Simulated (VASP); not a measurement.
Write the native input for VASP 6.6.1 that does the following.

```yaml
Task: single point
Functional: PBE
Potentials_or_basis: VASP PAW PBE potentials, release 64 (Sc_sv, As)
Cutoff: 520 eV
k_mesh: 4 × 4 × 6
Occupations: gaussian, width 0.1 eV
Spin: collinear spin
Starting_moments: "[1.0, 0.0, 0.0, 0.0, 0.0, 0.0, 0.0] μB"
Dipole_correction: no
Further_INCAR_settings: ALGO = Normal; EDIFF = 1e-06; NBANDS = 34
```

The structure of ScAs6 lies in POSCAR:

```
ScAs6
1.0
    2.8061661640     -7.0963507740      0.0000000000
    2.8061661640      7.0963507740      0.0000000000
    0.0000000000      0.0000000000      3.7095675442
Sc As
1 6
Direct
    0.5000000000      0.5000000000      0.0000000000
    0.1118045673      0.3340303699      0.5000000000
    0.8881954327      0.6659696301      0.5000000000
    0.3340303699      0.1118045673      0.5000000000
    0.6659696301      0.8881954327      0.5000000000
    0.0000000000      0.5000000000      0.0000000000
    0.5000000000      0.0000000000      0.0000000000
```

The cell was built from a structure type or drawn by symmetry, and may not be a known phase.

The input as run:

INCAR

```
SYSTEM = ScAs6
PREC     = Accurate       ! precision mode
ENCUT    = 520            ! plane-wave cutoff, eV
EDIFF    = 1E-6           ! SCF threshold, eV
ISMEAR   = 0              ! smearing method
SIGMA    = 0.1            ! smearing width, eV
LREAL    = .False.        ! projectors in reciprocal space
LASPH    = .True.         ! aspherical terms in the spheres
NELM     = 150            ! most SCF steps
ALGO     = Normal         ! electronic algorithm
ISIF     = 2              ! what is computed and relaxed
LWAVE    = .False.        ! write WAVECAR
LCHARG   = .False.        ! write CHGCAR
ISPIN    = 2              ! spin polarisation
MAGMOM   = 1 0 0 0 0 0 0  ! initial moments
LORBIT   = 11             ! projections on sites
LMAXMIX  = 4              ! l up to which the mixer works
GGA      = PE             ! functional
NBANDS   = 34             ! bands
```

KPOINTS

```
Automatic mesh
0
Gamma
  4 4 6
  0 0 0
```

Potentials or basis: VASP PAW PBE potentials, release 64 (Sc_sv, As).

The run is started by

```bash
$ cat potpaw_PBE.64/Sc_sv/POTCAR potpaw_PBE.64/As/POTCAR > POTCAR
$ mpirun -np 1 vasp_std > vasp.out
```

It gave:

| Property | Result |
| --- | --- |
| Pressure | 0.2 GPa |
| Largest force | 0.023 eV/Å |
| Net moment | 0.00 μB per cell |
| Valence electrons inside the program's atomic spheres | Sc 9.33; As 2.73, 2.63 (each value once) |

Run time: 5.4 min on 1 thread of AMD EPYC 7R13 Processor (Zen 3) (shared host), peak memory 0.46 GiB.
